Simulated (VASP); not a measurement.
NaCl, 2 atoms in the cell. It takes space group Fm-3m (No. 225, cubic). The conventional cell has a = 5.698 Å, b = 5.698 Å, c = 5.698 Å, α = 90.00°, β = 90.00°, γ = 90.00°. Within 3.8 Å of Cl (site symmetry m-3m) lie 6 Na at 2.85 Å. Na (site symmetry m-3m) has 6 Cl at 2.85 Å within 3.8 Å. 

* Program: VASP 6.6.1
* Task: single point
* Functional: PBE-based screened hybrid with 25 % exact exchange
* Potentials or basis: VASP PAW PBE potentials, release 64 (Cl, Na_pv)
* Cutoff: 520 eV
* k mesh: 4 × 4 × 4
* Occupations: fermi-dirac, width 0.05 eV
* Spin: no spin polarisation
* Dipole correction: no
* Grid for exact exchange (PRECFOCK): Normal
* Share of exact exchange: 0.25
* Further INCAR settings: ALGO = Normal; EDIFF = 1e-06; NBANDS = 14
* Screening parameter: 0.3 1/Å

Potentials or basis: VASP PAW PBE potentials, release 64 (Cl, Na_pv).

Command:

```sh
$ cat potpaw_PBE.64/Cl/POTCAR potpaw_PBE.64/Na_pv/POTCAR > POTCAR
$ cp INCAR.step1 INCAR
$ mpirun -np 1 vasp_std > vasp.out
$ cp INCAR.step2 INCAR
$ mpirun -np 1 vasp_std > vasp.out
```

Hardware: 1 thread of Intel Xeon 8259CL (shared host).

Estimate the wall time of this run.

It took 4.6 min on 1 thread of Intel Xeon 8259CL (shared host), peak memory 0.26 GiB. Counts: k points 8.
